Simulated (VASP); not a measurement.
# Pt (P6_3/mmc) in VASP: single point with PBE

Aim: the single point of Pt with PBE.

Program: VASP 6.6.1. These are calculated values, not measurements. Logs are shortened: lines on timing, memory, paths and dates and some standing lists are left out, and cuts for length are marked.

### Step 1. The cell of the first run

Symmetry: P6_3/mmc, No. 194, hexagonal system. The conventional cell has a = 2.761 Å, b = 2.761 Å, c = 4.792 Å, α = 90.00°, β = 90.00°, γ = 120.00°. Within 3.6 Å of Pt (site symmetry -6m2) lie 12 Pt at 2.76 to 2.88 Å.

This isn't the form of Pt at room conditions, which is fcc.

### Step 2. Single point, PBE

The input, INCAR:

```
PREC     = Accurate       # precision mode
ENCUT    = 520            # plane-wave cutoff, eV
EDIFF    = 1E-7           # SCF threshold, eV
ISMEAR   = 0              # smearing method
SIGMA    = 0.05           # smearing width, eV
LREAL    = False          # projectors in reciprocal space
LASPH    = True           # aspherical terms in the spheres
NELM     = 60             # most SCF steps
ALGO     = Normal         # electronic algorithm
ISIF     = 2              # what is computed and relaxed
LWAVE    = False          # write WAVECAR
LCHARG   = False          # write CHGCAR
GGA      = PE             # functional
NBANDS   = 17             # bands
```

The input, KPOINTS:

```
Automatic mesh
0
Gamma
  18 18 8
```

The input, POSCAR:

```
Pt
1.0
    2.7606656200      0.0000000000      0.0000000000
   -1.3803328100      2.3908065500      0.0000000000
    0.0000000000      0.0000000000      4.7921340000
Pt
2
Direct
    0.6666666700      0.3333333300      0.7500000000
    0.3333333300      0.6666666700      0.2500000000
```

Potentials or basis: VASP PAW PBE potentials, release 64 (Pt).

On the command line:

```sh
$ cat potpaw_PBE.64/Pt/POTCAR > POTCAR
$ mpirun -np 1 vasp_std > vasp.out
```

OUTCAR:

```text
PREC = Accurate
   ENCUT = 520
   EDIFF = 1E-7
   ISMEAR = 0
   LREAL = False
   LASPH = True
   NELM = 60
   ISIF = 2
   GGA = PE

 ion  position               nearest neighbor table
   1  0.667  0.333  0.750-   2 2.88   2 2.88   2 2.88   2 2.88   2 2.88   2 2.88
   2  0.333  0.667  0.250-   1 2.88   1 2.88   1 2.88   1 2.88   1 2.88   1 2.88

  LATTYP: Found a hexagonal cell.
 ALAT       =     2.7606656200
 C/A-ratio  =     1.7358618028

  Lattice vectors:

 A1 = (   2.7606656200,   0.0000000000,   0.0000000000)
 A2 = (  -1.3803328100,   2.3908065500,   0.0000000000)
 A3 = (   0.0000000000,   0.0000000000,   4.7921340000)

Analysis of symmetry for initial positions (statically):
=====================================================================
 Subroutine PRICEL returns:
 Original cell was already a primitive cell.

 Routine SETGRP: Setting up the symmetry group for a
 hexagonal supercell.

 Subroutine GETGRP returns: Found 24 space group operations
 (whereof 12 operations were pure point group operations)
 out of a pool of 24 trial point group operations.

The static configuration has the point symmetry D_3d.
 The point group associated with its full space group is D_6h.

Analysis of symmetry for dynamics (positions and initial velocities):
=====================================================================
 Subroutine PRICEL returns:
 Original cell was already a primitive cell.

 Routine SETGRP: Setting up the symmetry group for a
 hexagonal supercell.

 Subroutine GETGRP returns: Found 24 space group operations
 (whereof 12 operations were pure point group operations)
 out of a pool of 24 trial point group operations.

The dynamic configuration has the point symmetry D_3d.
 The point group associated with its full space group is D_6h.

 Subroutine INISYM returns: Found 24 space group operations
 (whereof 12 operations are pure point group operations),
 and found     1 'primitive' translations

----------------------------------------------------------------------------------------

                                     Primitive cell

  volume of cell :      31.6291

  direct lattice vectors                    reciprocal lattice vectors
     2.760665620  0.000000000  0.000000000     0.362231482  0.209134445  0.000000000
    -1.380332810  2.390806550  0.000000000     0.000000000  0.418268889  0.000000000
     0.000000000  0.000000000  4.792134000     0.000000000  0.000000000  0.208675300

  length of vectors
     2.760665620  2.760665613  4.792134000     0.418268888  0.418268889  0.208675300

  position of ions in fractional coordinates (direct lattice)
     0.666666670  0.333333330  0.750000000
     0.333333330  0.666666670  0.250000000

  ion indices of the primitive-cell ions
   primitive index   ion index
                 1           1
                 2           2

----------------------------------------------------------------------------------------

 KPOINTS: Automatic mesh

Automatic generation of k-mesh.
 Grid dimensions read from file:
 generate k-points for:   18   18    8

 Generating k-lattice:

  Cartesian coordinates                     Fractional coordinates (reciprocal lattice)
     0.020123971  0.011618580  0.000000000     0.055555556  0.000000000  0.000000000
     0.000000000  0.023237161  0.000000000     0.000000000  0.055555556  0.000000000
     0.000000000  0.000000000  0.026084412     0.000000000  0.000000000  0.125000000

  Length of vectors
     0.023237160  0.023237161  0.026084412

  Shift w.r.t. Gamma in fractional coordinates (k-lattice)
     0.000000000  0.000000000  0.000000000

 Subroutine IBZKPT returns following result:
 ===========================================

 Found    185 irreducible k-points:

 Following reciprocal coordinates:
            Coordinates               Weight
  0.000000  0.000000  0.000000      1.000000
  0.055556  0.000000  0.000000      6.000000
  0.111111  0.000000  0.000000      6.000000
  0.166667 -0.000000  0.000000      6.000000
  0.222222 -0.000000  0.000000      6.000000
  0.277778 -0.000000  0.000000      6.000000
[... 16 lines left out ...]
  0.333333  0.111111  0.000000     12.000000
  0.388889  0.111111  0.000000     12.000000
 [... further k-points ...]
   k-points           NKPTS =    185   k-points in BZ     NKDIM =    185   number of bands    NBANDS=     17
   number of dos      NEDOS =    301   number of ions     NIONS =      2
   total plane-waves  NPLWV =  20736
   dimension x,y,z NGX =    24 NGY =   24 NGZ =   36
   dimension x,y,z NGXF=    48 NGYF=   48 NGZF=   72
   ions per type =               2
   NGX,Y,Z   is equivalent  to a cutoff of  14.45, 14.45, 12.49 a.u.
   NGXF,Y,Z  is equivalent  to a cutoff of  28.91, 28.91, 24.98 a.u.
 SYSTEM =  unknown system
   PREC   = accura    normal or accurate (medium, high low for compatibility)
   ISTART =      0    job   : 0-new  1-cont  2-samecut
   ICHARG =      2    charge: 1-file 2-atom 10-const
   ISPIN  =      1    spin polarized calculation?
   LNONCOLLINEAR =      F non collinear calculations
   LSORBIT =      F    spin-orbit coupling
   LASPH  =      T    aspherical Exc in radial PAW
   ENCUT  =  520.0 eV  38.22 Ry    6.18 a.u.   5.13  5.13  8.91*2*pi/ulx,y,z
   NELM   =     60;   NELMIN=  2; NELMDL= -5     # of ELM steps
   EDIFF  = 0.1E-06   stopping-criterion for ELM
   LREAL  =      F    real-space projection
   EDIFFG = 0.1E-05   stopping-criterion for IOM
   NSW    =      0    number of steps for IOM
   IBRION =     -1    ionic relax: 0-MD 1-quasi-New 2-CG
   NFREE  =      0    steps in history (QN), initial steepest desc. (CG)
   ISIF   =      2    stress and relaxation
   ISYM   =      2    0-nonsym 1-usesym 2-fastsym
   POTIM  = 0.5000    time-step for ionic-motion
   TEBEG  =    0.0;   TEEND  =   0.0 temperature during run
   PSTRESS=    0.0 pullay stress
   NELECT =      20.0000    total number of electrons
   NUPDOWN=      -1.0000    fix difference up-down
   EMIN   =  10.00;   EMAX   =-10.00  energy-range for DOS
   EFERMI =   0.00;   METHOD = LEGACY
   ISMEAR =     0;   SIGMA  =   0.05  broadening in eV -4-tet -1-fermi 0-gaus
   EFERMI_NEDOS =   21; number of points for ismear=-14 and -15
   IALGO  =     38    algorithm
   IMIX   =      4    mixing-type and parameters
     AMIX     =   0.40;   BMIX     =  1.00
     AMIX_MAG =   1.60;   BMIX_MAG =  1.00
  volume/ion in A,a.u.               =      15.81       106.72
  Fermi-wavevector in a.u.,A,eV,Ry     =   1.405149  2.655347 26.863944  1.974444
  Thomas-Fermi vector in A             =   2.527639
   LORBIT       =      0    0 simple, 1 ext, 2 COOP (PROOUT), +10 PAW based schemes
   GGA     = PE    functional components
   LHFCALC =     F    Hartree Fock is set to
   AEXX    =    0.0000 exact exchange contribution
   IVDW    =     0    specifies the selected vdW correction
   LEPSILON=     F    determine dielectric tensor
   LRPA    =     F    only Hartree local field effects (RPA)
 non-spin polarized calculation
 Gauss-broadening in eV      SIGMA  =   0.05
  energy-cutoff  :      520.00
  volume of cell :       31.63
 maximum number of plane-waves:       866
 NGX is ok and might be reduce to    24
   NGX = 11   NGY = 11   NGZ = 17

 number of electron      20.0000004 magnetization

 Free energy of the ion-electron system (eV)
  ---------------------------------------------------
  ext. energy  EPLUGINS =         0.00000000
  ---------------------------------------------------
  free energy    TOTEN  =       -12.07887191 eV

  energy without entropy =      -12.07291606  energy(sigma->0) =      -12.07589399

 E-fermi :  10.3389     XC(G=0): -13.2010

 val. band max:       10.3367382032   @ k =   0.2778  -0.0000   0.0000
 cond. band min:      10.3482458581   @ k =   0.2778   0.0556   0.5000
 fundamental gap:      0.0115076549
 Fermi energy:        10.3389359164

 k-point     1 :       0.0000    0.0000    0.0000
  band No.  band energies     occupation
      1       0.6774      2.00000
      2       3.3158      2.00000
      3       6.4337      2.00000
      4       6.9411      2.00000
      5       6.9411      2.00000
      6       7.3037      2.00000
[... 9 lines left out ...]
     16      27.6295      0.00000
     17      31.4062      0.00000

 k-point     2 :       0.0556    0.0000    0.0000
  band No.  band energies     occupation
      1       0.7897      2.00000
      2       3.4196      2.00000
      3       6.4265      2.00000
      4       6.9324      2.00000
      5       7.0266      2.00000
      6       7.2478      2.00000
[... 9 lines left out ...]
     16      27.7777      0.00000
     17      30.6875      0.00000

 k-point     3 :       0.1111    0.0000    0.0000
  band No.  band energies     occupation
      1       1.1184      2.00000
      2       3.7128      2.00000
      3       6.3469      2.00000
      4       6.9469      2.00000
      5       7.1448      2.00000
      6       7.2791      2.00000
[... 9 lines left out ...]
     16      27.9500      0.00000
     17      29.6453      0.00000

 k-point     4 :       0.1667   -0.0000    0.0000
  band No.  band energies     occupation
      1       1.6361      2.00000
      2       4.1242      2.00000
      3       6.1964      2.00000
      4       6.7951      2.00000
      5       7.0549      2.00000
      6       7.3276      2.00000
[... 9 lines left out ...]
     16      27.9603      0.00000
     17      28.2875      0.00000
[... 343 lines left out ...]
      1       3.8656      2.00000
      2       4.6991      2.00000
      3       5.3206      2.00000
      4       6.2676      2.00000
      5       6.9077      2.00000
      6       7.0181      2.00000
[... 9 lines left out ...]
     16      25.4425      0.00000
     17      26.1460      0.00000

 k-point    23 :       0.3333    0.1111    0.0000
  band No.  band energies     occupation
      1       4.1973      2.00000
      2       4.5058      2.00000
      3       5.0231      2.00000
      4       6.6755      2.00000
      5       6.9419      2.00000
      6       7.2871      2.00000
[... 9 lines left out ...]
     16      24.1067      0.00000
     17      24.7599      0.00000

 k-point    24 :       0.3889    0.1111    0.0000
  band No.  band energies     occupation
      1       4.2988      2.00000
      2       4.3875      2.00000
      3       4.8418      2.00000
      4       6.9452      2.00000
      5       7.1346      2.00000
      6       7.2118      2.00000
[... 9 lines left out ...]
     16      22.5935      0.00000
     17      24.2019      0.00000

 [... further k-points ...]
[... 5 lines left out ...]
  --------------------------------------------------------------------------------------
  -------------------------------------------------------------------------------------
  Total       -0.2413070     -0.2413070     -0.2961296      0.0000000      0.0000000      0.0000000
  in kB      -12.2234384    -12.2234383    -15.0004817      0.0000000      0.0000000      0.0000000
  external PRESSURE =     -13.1491195 kB  Pullay stress =       0.0000000 kB

 VOLUME and BASIS-vectors are now :
 -----------------------------------------------------------------------------
  energy-cutoff  :      520.00
  volume of cell :       31.63
      direct lattice vectors                 reciprocal lattice vectors
     2.760665620  0.000000000  0.000000000     0.362231482  0.209134445  0.000000000
    -1.380332810  2.390806550  0.000000000     0.000000000  0.418268889  0.000000000
     0.000000000  0.000000000  4.792134000     0.000000000  0.000000000  0.208675300

 POSITION                                       TOTAL-FORCE (eV/Angst)
 -----------------------------------------------------------------------------------
      1.38033      0.79694      3.59410        -0.000000      0.000000      0.000000
     -0.00000      1.59387      1.19803         0.000000     -0.000000      0.000000
 -----------------------------------------------------------------------------------
    total drift:                               -0.000001      0.000001     -0.000000

  FREE ENERGIE OF THE ION-ELECTRON SYSTEM (eV)
  ---------------------------------------------------
  free  energy   TOTEN  =       -12.0788719123 eV

  energy  without entropy=      -12.0729160616  energy(sigma->0) =      -12.07589399
```

It took 72 s on 1 thread of Intel Xeon Platinum 8259CL at 2.50GHz (Skylake/Cascade Lake), shared host; peak memory 0.21 GiB.

What came out:

```
Free energy            : -12.0789 eV
Pressure               : -1.3 GPa
Band gap on the k mesh : zero (bands 10 and 11 overlap by 1.28 eV)
```

Stress tensor (GPa, compression positive):
```
-1.22  0.00  0.00
 0.00 -1.22  0.00
 0.00  0.00 -1.50
```

Caveat: spin-orbit coupling is left out, which moves the levels of the heavy elements.
